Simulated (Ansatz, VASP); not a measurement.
## One calculation of Ba, two programs

```xyz
2
Lattice="4.5816 0.0000 0.0000 -2.2908 3.9678 0.0000 0.0000 0.0000 6.8408" Properties=species:S:1:pos:R:3 pbc="T T T"
Ba    0.0000    2.6452    1.7102
Ba    2.2908    1.3226    5.1306
```

Alike in both runs: task single point; functional PBE; k mesh 12 × 12 × 6; occupations gaussian, width 0.1 eV; no spin polarisation.

|  | VASP | Ansatz |
| --- | --- | --- |
| version | VASP 6.6.1 | Ansatz 0.2.0 |
| potentials or method | VASP PAW PBE potentials, release 64 (Ba_sv), cutoff 520 eV | scalar-relativistic, plane waves, PAW |
| valence electrons in the cell | 20 | 20 |

VASP gave:

| Item | Value |
| --- | --- |
| gap on the k mesh at the Fermi level (eV) | none |
| pressure (GPa) | 0.2 |
| traceless stress, the component that is largest in VASP (GPa) | 1.01 |

Q: What did Ansatz give for the same quantities?

A: gap on the k mesh at the Fermi level (eV): none; pressure (GPa): 0.1; traceless stress, the component that is largest in VASP (GPa): 1.00.

A gap of «none» marks a metal or a gap that the smearing closes. The functional is the same, so the differences come from potentials, cutoffs and numerics.

Neither program's run includes spin-orbit coupling.
